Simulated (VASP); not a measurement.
Here is a VASP 6.6.1 calculation.

Contents of INCAR:

```
SYSTEM = Ir
PREC     = Accurate       ! precision mode
ENCUT    = 520            ! plane-wave cutoff, eV
EDIFF    = 1E-6           ! SCF threshold, eV
ISMEAR   = 0              ! smearing method
SIGMA    = 0.15           ! smearing width, eV
LREAL    = .False.        ! projectors in reciprocal space
LASPH    = .True.         ! aspherical terms in the spheres
NELM     = 100            ! most SCF steps
ALGO     = Normal         ! electronic algorithm
ISIF     = 2              ! what is computed and relaxed
LWAVE    = .False.        ! write WAVECAR
LCHARG   = .False.        ! write CHGCAR
GGA      = PE             ! functional
NBANDS   = 10             ! bands
```

The input KPOINTS:

```
Automatic mesh
0
Gamma
  22 22 22
  0 0 0
```

Contents of POSCAR:

```
Ir
1.0
    0.0000000000      1.9022741277      2.0027142016
    1.9022741277      0.0000000000      2.0027142016
    1.9022741277      1.9022741277      0.0000000000
Ir
1
Direct
    0.0000000000      0.0000000000      0.0000000000
```

Potentials or basis: VASP PAW PBE potentials, release 64 (Ir).

Run with:

```sh
$ cat potpaw_PBE.64/Ir/POTCAR > POTCAR
$ mpirun -np 1 vasp_std > vasp.out
```

Task: Predict the pressure.

Result: 1.3 GPa.

Task: Predict the band gap on the k mesh.

Result: Zero (an odd number of electrons rules out a gap without spin polarisation).

Stress tensor (GPa, compression positive):
```
  7.45   0.00   0.00
  0.00   7.45   0.00
  0.00   0.00 -10.92
```

Caveat: spin-orbit coupling is left out, which moves the levels of the heavy elements.
